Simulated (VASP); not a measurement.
ZnCu2: single point with LDA

System: ZnCu2, a slab with vacuum.

```
Cu Zn
1.0
     2.48749    0.00000    0.00000
     0.00000    2.48749    0.00000
     0.00000    0.00000   19.51780
Cu Zn
2 1
Cartesian
  0.0000 0.0000 8.0466
  0.0000 0.0000 11.4712
  1.2437 1.2437 9.7589
```

* Program: VASP 6.6.1
* Task: single point
* Functional: LDA
* Potentials or basis: VASP PAW LDA potentials, release 64 (Cu, Zn)
* Cutoff: 520 eV
* k mesh: 15 × 15 × 1
* Occupations: fermi-dirac, width 0.08 eV
* Spin: no spin polarisation

```json
{"Largest force": "0.418 eV/Å", "Band gap on the k mesh": "zero (bands 17 and 18 overlap by 4.04 eV)"}
```

Forces on the atoms (eV/Å):
```
Cu   0.000  0.000 -0.418
Cu   0.000  0.000  0.418
Zn   0.000  0.000  0.000
```

Levels at points of the mesh, in eV from the Fermi level:
| k point | band 13 | band 14 | band 15 | band 16 | band 17 | band 18 | band 19 | band 20 | band 21 | band 22 |
| --- | --- | --- | --- | --- | --- | --- | --- | --- | --- | --- |
| (0.00, 0.00, 0.00) | -2.56 | -2.40 | -2.40 | -2.06 | -2.05 | -1.68 | 0.47 | 4.45 | 4.98 | 5.51 |

It took 3.8 min on 1 thread of Intel Xeon 8259CL, on a shared host, peak memory 0.25 GiB.
